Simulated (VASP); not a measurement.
Wanted: the native input for a VASP 6.6.1 run.

| Quantity | Value |
| --- | --- |
| Task | relaxation of cell and atoms |
| Functional | r2SCAN |
| Potentials or basis | VASP PAW PBE potentials, release 64 (Si) |
| Cutoff | 600 eV |
| k mesh | 8 × 8 × 8 |
| Occupations | fermi-dirac, width 0.02 eV |
| Spin | no spin polarisation |
| Dipole correction | no |
| Further INCAR settings | ALGO = Normal; EDIFF = 1e-06; IBRION = 2; EDIFFG = -0.005; NSW = 80; ISIF = 3 |

Si:

```
CELL_PARAMETERS angstrom
0.00000 2.73489 2.73489
2.73489 0.00000 2.73489
2.73489 2.73489 0.00000
ATOMIC_POSITIONS crystal
Si 0.75000 0.75000 0.75000
Si 0.50000 0.50000 0.50000
```

One way to write it, as run:

POSCAR

```
Si
1.0
    0.0000000000      2.7348878890      2.7348878890
    2.7348878890      0.0000000000      2.7348878890
    2.7348878890      2.7348878890      0.0000000000
Si
2
Direct
    0.7500000000      0.7500000000      0.7500000000
    0.5000000000      0.5000000000      0.5000000000
```

INCAR.step1

```
SYSTEM = Si
  PREC = Accurate
  ENCUT = 600
  ISMEAR = -1
  SIGMA = 0.02
  LREAL = .FALSE.
  LASPH = .TRUE.
  NELM = 60
  GGA = PE
  ALGO = Normal
  EDIFF = 1E-4
  LWAVE = .TRUE.
  LCHARG = .FALSE.
```

INCAR.step2

```
SYSTEM = Si
  PREC = Accurate
  ENCUT = 600
  EDIFF = 1E-6
  ISMEAR = -1
  SIGMA = 0.02
  LREAL = .FALSE.
  LASPH = .TRUE.
  NELM = 60
  ALGO = Normal
  ISIF = 3
  LWAVE = .FALSE.
  LCHARG = .FALSE.
  METAGGA = R2SCAN
  LMIXTAU = .TRUE.
  IBRION = 2
  NSW = 80
  EDIFFG = -0.005
  ISTART = 1
```

KPOINTS

```
regular mesh
0
G
  8 8 8
  0 0 0
```

Potentials or basis: VASP PAW PBE potentials, release 64 (Si).

The run is started by

```sh
$ cat potpaw_PBE.64/Si/POTCAR > POTCAR
$ cp INCAR.step1 INCAR
$ mpirun -np 1 vasp_std > vasp.out
$ cp INCAR.step2 INCAR
$ mpirun -np 1 vasp_std > vasp.out
```

It gave:

```json
{
 "Relaxed volume": "20.12 Å³/atom",
 "Relaxed cell": "a = 3.847 Å, b = 3.847 Å, c = 3.847 Å, α = 60.00°, β = 60.00°, γ = 60.00°",
 "Space group after relaxing (to 0.1 Å)": "Fd-3m (No. 227)",
 "Energy gained by relaxing": "1.6 meV/atom",
 "Ionic steps": "3",
 "Pressure after relaxing": "0.0 GPa",
 "Band gap on the k mesh": "0.82 eV (least direct gap 2.76 eV)"
}
```

Caveat: the PAW data sets were made with another functional, which shifts forces and pressure a little.

Wall time 38 s on 1 thread of Intel(R) Xeon(R) 6975P-C (Granite Rapids) (shared host), peak memory 0.18 GiB.
